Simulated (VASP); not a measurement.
Runs of VASP 6.6.1 on AlRu. The structure is that of space group Pm-3m (No. 221), or close to it. The cells are those of the table. 

| cell | gap on the mesh (eV) | pressure (GPa) |
| --- | --- | --- |
| a = 2.992, b = 2.992, c = 2.842 Å, 2 atoms | none | 10.8 |
| a = 2.992, b = 2.992, c = 2.917 Å, 2 atoms | none | 4.0 |
| a = 2.842, b = 2.842, c = 3.066 Å, 2 atoms | none | (a) |
| a = 2.917, b = 2.917, c = 2.992 Å, 2 atoms | none | 10.4 |

Alike in all rows: task single point; level r2SCAN; potentials or basis VASP PAW PBE potentials, release 64 (Al, Ru_pv); no spin polarisation; k mesh 16 × 16 × 16; cutoff (eV) 520; smearing gaussian 0.15 eV.

Fill in the values left out.

(a) 18.7.

Caveats: the cell stands under pressure; the PAW data sets were made with another functional, which shifts forces and pressure a little.

A k mesh can miss the band edges, and the runs leave out spin-orbit coupling on Ru.

A gap of «none» marks levels without a gap at the run's occupations.
